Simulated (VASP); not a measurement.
# Si2Mo (P6_222) in VASP: a series of runs, part 2 of 3

VASP 6.6.1.

## (3) Single point, PBE

Input file INCAR:

```
ALGO = Normal
EDIFF = 1E-6
ENCUT = 520
GGA = PE
ISIF = 2
ISMEAR = 0
LASPH = True
LCHARG = False
LREAL = False
LWAVE = False
NBANDS = 43
NELM = 80
PREC = Accurate
SIGMA = 0.01
```

Input file KPOINTS:

```
k-points
0
Gamma
  12 12 6
```

Input file POSCAR:

```
Si2Mo
1.0
    4.6130238168      0.0000000000      0.0000000000
   -2.3065119084      3.9949958136      0.0000000000
    0.0000000000      0.0000000000      6.6094665263
Si Mo
6 3
Direct
    0.1639790379      0.8360209621      0.8333333333
    0.3279580758      0.1639790379      0.1666666667
    0.8360209621      0.6720419242      0.5000000000
    0.8360209621      0.1639790379      0.8333333333
    0.6720419242      0.8360209621      0.1666666667
    0.1639790379      0.3279580758      0.5000000000
    0.5000000000      0.0000000000      0.5000000000
    0.0000000000      0.5000000000      0.1666666667
    0.5000000000      0.5000000000      0.8333333333
```

Potentials or basis: VASP PAW PBE potentials, release 64 (Si, Mo_sv).

Command:

```console
$ cat potpaw_PBE.64/Si/POTCAR potpaw_PBE.64/Mo_sv/POTCAR > POTCAR
$ mpirun -np 1 vasp_std > vasp.out
```

OUTCAR:

```text
EDIFF = 1E-6
   ENCUT = 520
   GGA = PE
   ISIF = 2
   ISMEAR = 0
   LASPH = True
   LREAL = False
   NELM = 80
   PREC = Accurate

 ion  position               nearest neighbor table
   1  0.164  0.836  0.833-   3 2.56   2 2.56   7 2.58   8 2.58   4 2.62   9 2.65   9 2.65   9 2.68
                             4 2.69   4 2.69
   2  0.328  0.164  0.167-   6 2.56   1 2.56   7 2.58   9 2.58   5 2.62   8 2.65   8 2.65   8 2.68
                             5 2.69   5 2.69
   3  0.836  0.672  0.500-   1 2.56   5 2.56   8 2.58   9 2.58   6 2.62   7 2.65   7 2.65   7 2.68
                             6 2.69   6 2.69
   4  0.836  0.164  0.833-   6 2.56   5 2.56   7 2.58   8 2.58   1 2.62   9 2.65   9 2.65   9 2.68
                             1 2.69   1 2.69
   5  0.672  0.836  0.167-   3 2.56   4 2.56   7 2.58   9 2.58   2 2.62   8 2.65   8 2.65   8 2.68
                             2 2.69   2 2.69
   6  0.164  0.328  0.500-   2 2.56   4 2.56   8 2.58   9 2.58   3 2.62   7 2.65   7 2.65   7 2.68
                             3 2.69   3 2.69
   7  0.500  0.000  0.500-   1 2.58   2 2.58   4 2.58   5 2.58   6 2.65   3 2.65   6 2.65   3 2.65
                             6 2.68   3 2.68   8 3.19   9 3.19   9 3.19   8 3.19
   8  0.000  0.500  0.167-   3 2.58   6 2.58   4 2.58   1 2.58   2 2.65   5 2.65   2 2.65   5 2.65
                             5 2.68   2 2.68   7 3.19   7 3.19   9 3.19   9 3.19
   9  0.500  0.500  0.833-   3 2.58   6 2.58   5 2.58   2 2.58   4 2.65   1 2.65   1 2.65   4 2.65
                             1 2.68   4 2.68   7 3.19   7 3.19   8 3.19   8 3.19

  LATTYP: Found a hexagonal cell.
 ALAT       =     4.6130238168
 C/A-ratio  =     1.4327839588

  Lattice vectors:

 A1 = (   4.6130238168,   0.0000000000,   0.0000000000)
 A2 = (  -2.3065119084,   3.9949958136,   0.0000000000)
 A3 = (   0.0000000000,   0.0000000000,   6.6094665263)

Analysis of symmetry for initial positions (statically):
=====================================================================
 Subroutine PRICEL returns:
 Original cell was already a primitive cell.

 Routine SETGRP: Setting up the symmetry group for a
 hexagonal supercell.

 Subroutine GETGRP returns: Found 12 space group operations
 (whereof  4 operations were pure point group operations)
 out of a pool of 24 trial point group operations.

The static configuration has the point symmetry D_2 .
 The point group associated with its full space group is D_6 .

Analysis of symmetry for dynamics (positions and initial velocities):
=====================================================================
 Subroutine PRICEL returns:
 Original cell was already a primitive cell.

 Routine SETGRP: Setting up the symmetry group for a
 hexagonal supercell.

 Subroutine GETGRP returns: Found 12 space group operations
 (whereof  4 operations were pure point group operations)
 out of a pool of 24 trial point group operations.

The dynamic configuration has the point symmetry D_2 .
 The point group associated with its full space group is D_6 .

 Subroutine INISYM returns: Found 12 space group operations
 (whereof  4 operations are pure point group operations),
 and found     1 'primitive' translations

----------------------------------------------------------------------------------------

                                     Primitive cell

  volume of cell :     121.8059

  direct lattice vectors                    reciprocal lattice vectors
     4.613023817  0.000000000  0.000000000     0.216777550  0.125156577  0.000000000
    -2.306511908  3.994995814  0.000000000     0.000000000  0.250313153  0.000000000
[... 85 lines left out ...]
   dimension x,y,z NGXF=    72 NGYF=   72 NGZF=  100
   ions per type =               6   3
   NGX,Y,Z   is equivalent  to a cutoff of  12.97, 12.97, 12.58 a.u.
   NGXF,Y,Z  is equivalent  to a cutoff of  25.95, 25.95, 25.15 a.u.
 SYSTEM =  unknown system
   PREC   = accura    normal or accurate (medium, high low for compatibility)
   ISTART =      0    job   : 0-new  1-cont  2-samecut
   ICHARG =      2    charge: 1-file 2-atom 10-const
   ISPIN  =      1    spin polarized calculation?
   LNONCOLLINEAR =      F non collinear calculations
   LSORBIT =      F    spin-orbit coupling
   LASPH  =      T    aspherical Exc in radial PAW
   ENCUT  =  520.0 eV  38.22 Ry    6.18 a.u.   8.58  8.58 12.29*2*pi/ulx,y,z
   NELM   =     80;   NELMIN=  2; NELMDL= -5     # of ELM steps
   EDIFF  = 0.1E-05   stopping-criterion for ELM
   LREAL  =      F    real-space projection
   EDIFFG = 0.1E-04   stopping-criterion for IOM
   NSW    =      0    number of steps for IOM
   IBRION =     -1    ionic relax: 0-MD 1-quasi-New 2-CG
   NFREE  =      0    steps in history (QN), initial steepest desc. (CG)
   ISIF   =      2    stress and relaxation
   ISYM   =      2    0-nonsym 1-usesym 2-fastsym
   POTIM  = 0.5000    time-step for ionic-motion
   TEBEG  =    0.0;   TEEND  =   0.0 temperature during run
   PSTRESS=    0.0 pullay stress
   NELECT =      66.0000    total number of electrons
   NUPDOWN=      -1.0000    fix difference up-down
   EMIN   =  10.00;   EMAX   =-10.00  energy-range for DOS
   EFERMI =   0.00;   METHOD = LEGACY
   ISMEAR =     0;   SIGMA  =   0.01  broadening in eV -4-tet -1-fermi 0-gaus
   EFERMI_NEDOS =   21; number of points for ismear=-14 and -15
   IALGO  =     38    algorithm
   IMIX   =      4    mixing-type and parameters
     AMIX     =   0.40;   BMIX     =  1.00
     AMIX_MAG =   1.60;   BMIX_MAG =  1.00
  volume/ion in A,a.u.               =      13.53        91.33
  Fermi-wavevector in a.u.,A,eV,Ry     =   1.334648  2.522119 24.235849  1.781285
  Thomas-Fermi vector in A             =   2.463413
   LORBIT       =      0    0 simple, 1 ext, 2 COOP (PROOUT), +10 PAW based schemes
   GGA     = PE    functional components
   LHFCALC =     F    Hartree Fock is set to
   AEXX    =    0.0000 exact exchange contribution
   IVDW    =     0    specifies the selected vdW correction
   LEPSILON=     F    determine dielectric tensor
   LRPA    =     F    only Hartree local field effects (RPA)
 non-spin polarized calculation
 Gauss-broadening in eV      SIGMA  =   0.01
  energy-cutoff  :      520.00
  volume of cell :      121.81
 maximum number of plane-waves:      3303
 NGX is ok and might be reduce to    36
   NGX = 17   NGY = 17   NGZ = 25

 number of electron      66.0000000 magnetization

 Free energy of the ion-electron system (eV)
  ---------------------------------------------------
  ext. energy  EPLUGINS =         0.00000000
  ---------------------------------------------------
  free energy    TOTEN  =       -69.53952148 eV

  energy without entropy =      -69.53952147  energy(sigma->0) =      -69.53952148

 E-fermi :  12.6916     XC(G=0): -12.3816

 val. band max:       12.6637141473   @ k =   0.5000  -0.0000   0.5000
 cond. band min:      12.7195734976   @ k =   0.5000  -0.0000   0.0000
 fundamental gap:      0.0558593504
 Fermi energy:        12.6916435982

 k-point     1 :       0.0000    0.0000    0.0000
  band No.  band energies     occupation
      1     -48.4964      2.00000
      2     -48.4683      2.00000
      3     -48.4683      2.00000
      4     -22.7262      2.00000
      5     -22.7232      2.00000
      6     -22.7232      2.00000
[... 1093 lines left out ...]
     42      15.8977      0.00000
     43      16.3849      0.00000

 [... further k-points ...]

------------------------ aborting loop because EDIFF is reached ----------------------------------------

  FORCE on cell =-STRESS in cart. coord.  units (eV):
  Direction    XX          YY          ZZ          XY          YZ          ZX
  --------------------------------------------------------------------------------------
  -------------------------------------------------------------------------------------
  Total        0.1310098      0.1310098      0.1061956      0.0000000      0.0000000      0.0000000
  in kB        1.7232407      1.7232407      1.3968465      0.0000000      0.0000000      0.0000000
  external PRESSURE =       1.6144426 kB  Pullay stress =       0.0000000 kB

 VOLUME and BASIS-vectors are now :
 -----------------------------------------------------------------------------
  energy-cutoff  :      520.00
  volume of cell :      121.81
      direct lattice vectors                 reciprocal lattice vectors
     4.613023817  0.000000000  0.000000000     0.216777550  0.125156577  0.000000000
    -2.306511908  3.994995814  0.000000000     0.000000000  0.250313153  0.000000000
     0.000000000  0.000000000  6.609466526     0.000000000  0.000000000  0.151298141

 POSITION                                       TOTAL-FORCE (eV/Angst)
 -----------------------------------------------------------------------------------
     -1.17185      3.33990      5.50789        -0.002711      0.001565      0.000000
      1.13466      0.65510      1.10158        -0.002711     -0.001565      0.000000
      2.30651      2.68480      3.30473        -0.000000      0.003131      0.000000
      3.47837      0.65510      5.50789         0.002711     -0.001565      0.000000
      1.17185      3.33990      1.10158         0.002711      0.001565      0.000000
      0.00000      1.31019      3.30473         0.000000     -0.003131      0.000000
      2.30651      0.00000      3.30473        -0.000000      0.000000     -0.000000
     -1.15326      1.99750      1.10158        -0.000000      0.000000     -0.000000
      1.15326      1.99750      5.50789        -0.000000      0.000000      0.000000
 -----------------------------------------------------------------------------------
    total drift:                               -0.000000     -0.000000      0.000001

  FREE ENERGIE OF THE ION-ELECTRON SYSTEM (eV)
  ---------------------------------------------------
  free  energy   TOTEN  =       -69.5395214838 eV

  energy  without entropy=      -69.5395214678  energy(sigma->0) =      -69.53952148
```

Run time: 4.8 min. Hardware: 1 thread of Intel Xeon Platinum 8259CL at 2.50GHz (Skylake/Cascade Lake), shared host; peak memory 0.43 GiB.

Results:

```
Free energy            : -69.5395 eV
Pressure               : 0.2 GPa
Largest force          : 0.003 eV/Å
Band gap on the k mesh : 0.06 eV, indirect (least direct gap 0.52 eV)
```

Forces in eV/Å, atoms in the order of the input:
```
Si  -0.003  0.002  0.000
Si  -0.003 -0.002  0.000
Si   0.000  0.003  0.000
Si   0.003 -0.002  0.000
Si   0.003  0.002  0.000
Si   0.000 -0.003  0.000
Mo   0.000  0.000  0.000
Mo   0.000  0.000  0.000
Mo   0.000  0.000  0.000
```

A k mesh can miss the band edges.

## (4) Single point, PBE (volume scaled by 1.03, then relaxed in part)

Input file INCAR:

```
ALGO = Normal ; EDIFF = 1E-7
ENCUT = 520 ; GGA = PE
ISIF = 2 ; ISMEAR = 0
LASPH = True ; LCHARG = False
LREAL = False ; LWAVE = False
NBANDS = 43 ; NELM = 100
PREC = Accurate ; SIGMA = 0.01
```

KPOINTS is that of step 3.

Input file POSCAR:

```
Si2Mo
1.0
    4.6619022271      0.0000000000      0.0000000000
   -2.3309511136      4.0373257586      0.0000000000
    0.0000000000      0.0000000000      6.6657451291
Si Mo
6 3
Direct
    0.1640739856      0.8359260144      0.8333333333
    0.3281479712      0.1640739856      0.1666666667
    0.8359260144      0.6718520288      0.5000000000
    0.8359260144      0.1640739856      0.8333333333
    0.6718520288      0.8359260144      0.1666666667
    0.1640739856      0.3281479712      0.5000000000
    0.5000000000      0.0000000000      0.5000000000
    0.0000000000      0.5000000000      0.1666666667
    0.5000000000      0.5000000000      0.8333333333
```

Command:

```console
$ cat potpaw_PBE.64/Si/POTCAR potpaw_PBE.64/Mo_sv/POTCAR > POTCAR
$ mpirun -np 1 vasp_std > vasp.out
```

Run time: 4.2 min. Hardware: 1 thread of AMD EPYC 9R45 (Zen 5), shared host; peak memory 0.41 GiB.

Results (log left out):

```yaml
Free_energy: -69.4769 eV
Pressure: -5.6 GPa
Largest_force: 0.004 eV/Å
Band_gap_on_the_k_mesh: 0.07 eV, indirect (least direct gap 0.49 eV)
```

Forces in eV/Å, atoms in the order of the input:
```
Si  -0.003  0.002  0.000
Si  -0.003 -0.002  0.000
Si   0.000  0.004  0.000
Si   0.003 -0.002  0.000
Si   0.003  0.002  0.000
Si   0.000 -0.004  0.000
Mo   0.000  0.000  0.000
Mo   0.000  0.000  0.000
Mo   0.000  0.000  0.000
```

Stress tensor (GPa, compression positive):
```
-5.53  0.00  0.00
 0.00 -5.53  0.00
 0.00  0.00 -5.63
```

Levels at points of the mesh, in eV from the valence-band top:
```tsv
k point	band 29	band 30	band 31	band 32	band 33	band 34	band 35	band 36	band 37	band 38
(0.00, 0.00, 0.00)	-2.92	-2.92	-2.69	-2.07	-0.75	1.85	2.17	2.19	2.19	2.40
(0.50, 0.00, 0.00)	-2.18	-2.01	-1.47	-1.00	-0.61	0.07	0.65	0.79	1.22	1.74
(0.00, 0.00, 0.50)	-2.28	-2.28	-2.08	-0.67	-0.67	1.66	2.05	2.05	2.12	2.43
(0.50, 0.00, 0.50)	-2.86	-2.59	-1.86	-1.20	0.00	0.49	1.01	1.24	1.25	1.58
```

 A k mesh can miss the band edges.

## (5) Single point, PBE (volume scaled by 1.06, then relaxed in part)

Input file INCAR:

```
  PREC = Accurate
  ENCUT = 520
  EDIFF = 1E-6
  ISMEAR = 0
  SIGMA = 0.01
  LREAL = False
  LASPH = True
  NELM = 100
  ALGO = Normal
  ISIF = 2
  LWAVE = False
  LCHARG = False
  GGA = PE
  NBANDS = 43
```

Input file KPOINTS:

```
regular mesh
0
Gamma
  12 12 6
```

Input file POSCAR:

```
Si2Mo
1.0
    4.7108471499      0.0000000000      0.0000000000
   -2.3554235750      4.0797133051      0.0000000000
    0.0000000000      0.0000000000      6.7180872534
Si Mo
6 3
Direct
    0.1641789257      0.8358210743      0.8333333333
    0.3283578513      0.1641789257      0.1666666667
    0.8358210743      0.6716421487      0.5000000000
    0.8358210743      0.1641789257      0.8333333333
    0.6716421487      0.8358210743      0.1666666667
    0.1641789257      0.3283578513      0.5000000000
    0.5000000000      0.0000000000      0.5000000000
    0.0000000000      0.5000000000      0.1666666667
    0.5000000000      0.5000000000      0.8333333333
```

Potentials or basis: VASP PAW PBE potentials, release 64 (Si, Mo_sv).

Command:

```console
$ cat potpaw_PBE.64/Si/POTCAR potpaw_PBE.64/Mo_sv/POTCAR > POTCAR
$ mpirun -np 1 vasp_std > vasp.out
```

OUTCAR:

```text
PREC = Accurate
   ENCUT = 520
   EDIFF = 1E-6
   ISMEAR = 0
   LREAL = False
   LASPH = True
   NELM = 100
   ISIF = 2
   GGA = PE

 ion  position               nearest neighbor table
   1  0.164  0.836  0.833-   3 2.61   2 2.61   7 2.63   8 2.63   4 2.68   9 2.71   9 2.71   9 2.74
                             4 2.74   4 2.74
   2  0.328  0.164  0.167-   6 2.61   1 2.61   7 2.63   9 2.63   5 2.68   8 2.71   8 2.71   8 2.74
                             5 2.74   5 2.74
   3  0.836  0.672  0.500-   5 2.61   1 2.61   9 2.63   8 2.63   6 2.68   7 2.71   7 2.71   7 2.74
                             6 2.74   6 2.74
   4  0.836  0.164  0.833-   6 2.61   5 2.61   7 2.63   8 2.63   1 2.68   9 2.71   9 2.71   9 2.74
                             1 2.74   1 2.74
   5  0.672  0.836  0.167-   3 2.61   4 2.61   7 2.63   9 2.63   2 2.68   8 2.71   8 2.71   8 2.74
                             2 2.74   2 2.74
   6  0.164  0.328  0.500-   2 2.61   4 2.61   9 2.63   8 2.63   3 2.68   7 2.71   7 2.71   7 2.74
                             3 2.74   3 2.74
   7  0.500  0.000  0.500-   1 2.63   4 2.63   2 2.63   5 2.63   3 2.71   6 2.71   6 2.71   3 2.71
                             6 2.74   3 2.74   8 3.25   8 3.25   9 3.25   9 3.25
   8  0.000  0.500  0.167-   3 2.63   6 2.63   4 2.63   1 2.63   5 2.71   2 2.71   2 2.71   5 2.71
[... 1314 lines left out ...]
     43      15.3028      0.00000

 [... further k-points ...]

------------------------ aborting loop because EDIFF is reached ----------------------------------------

  FORCE on cell =-STRESS in cart. coord.  units (eV):
  Direction    XX          YY          ZZ          XY          YZ          ZX
  --------------------------------------------------------------------------------------
  -------------------------------------------------------------------------------------
  Total       -8.3457490     -8.3457490     -8.4273037      0.0000000      0.0000000      0.0000000
  in kB     -103.5622796   -103.5622796   -104.5742910      0.0000000      0.0000000      0.0000000
  external PRESSURE =    -103.8996167 kB  Pullay stress =       0.0000000 kB

 VOLUME and BASIS-vectors are now :
 -----------------------------------------------------------------------------
  energy-cutoff  :      520.00
  volume of cell :      129.11
      direct lattice vectors                 reciprocal lattice vectors
     4.710847150  0.000000000  0.000000000     0.212276045  0.122557632  0.000000000
    -2.355423575  4.079713305  0.000000000     0.000000000  0.245115263  0.000000000
     0.000000000  0.000000000  6.718087253     0.000000000  0.000000000  0.148851892

 POSITION                                       TOTAL-FORCE (eV/Angst)
 -----------------------------------------------------------------------------------
     -1.19529      3.40991      5.59841        -0.003303      0.001907     -0.000000
      1.16013      0.66980      1.11968        -0.003303     -0.001907     -0.000000
      2.35542      2.74011      3.35904        -0.000000      0.003814     -0.000000
      3.55071      0.66980      5.59841         0.003303     -0.001907     -0.000000
      1.19529      3.40991      1.11968         0.003303      0.001907     -0.000000
      0.00000      1.33961      3.35904         0.000000     -0.003814     -0.000000
      2.35542      0.00000      3.35904        -0.000000     -0.000000     -0.000000
     -1.17771      2.03986      1.11968        -0.000000     -0.000000      0.000000
      1.17771      2.03986      5.59841        -0.000000     -0.000000      0.000000
 -----------------------------------------------------------------------------------
    total drift:                               -0.000000      0.000000      0.000001

  FREE ENERGIE OF THE ION-ELECTRON SYSTEM (eV)
  ---------------------------------------------------
  free  energy   TOTEN  =       -69.2942281023 eV

  energy  without entropy=      -69.2942281022  energy(sigma->0) =      -69.29422810
```

stdout:

```text
POSCAR found type information on POSCAR SiMo
 POSCAR found :  2 types and       9 ions
 scaLAPACK will be used
 LDA part: xc-table for (Slater+PW92), standard interpolation
 POSCAR, INCAR and KPOINTS ok, starting setup
 FFT: planning ... GRIDC
 FFT: planning ... GRID_SOFT
 FFT: planning ... GRID
 WAVECAR not read
 entering main loop
```

Wall time 3.7 min (1 thread of AMD EPYC 9R45 (Zen 5), shared host); peak memory 0.42 GiB.

Results:

- Free energy: -69.2942 eV
- Pressure: -10.4 GPa
- Largest force: 0.004 eV/Å
- Band gap on the k mesh: 0.07 eV, indirect (least direct gap 0.45 eV)

Forces in eV/Å, atoms in the order of the input:
```
Si  -0.003  0.002  0.000
Si  -0.003 -0.002  0.000
Si   0.000  0.004  0.000
Si   0.003 -0.002  0.000
Si   0.003  0.002  0.000
Si   0.000 -0.004  0.000
Mo   0.000  0.000  0.000
Mo   0.000  0.000  0.000
Mo   0.000  0.000  0.000
```

 A k mesh can miss the band edges.

[end of part 2 of 3]
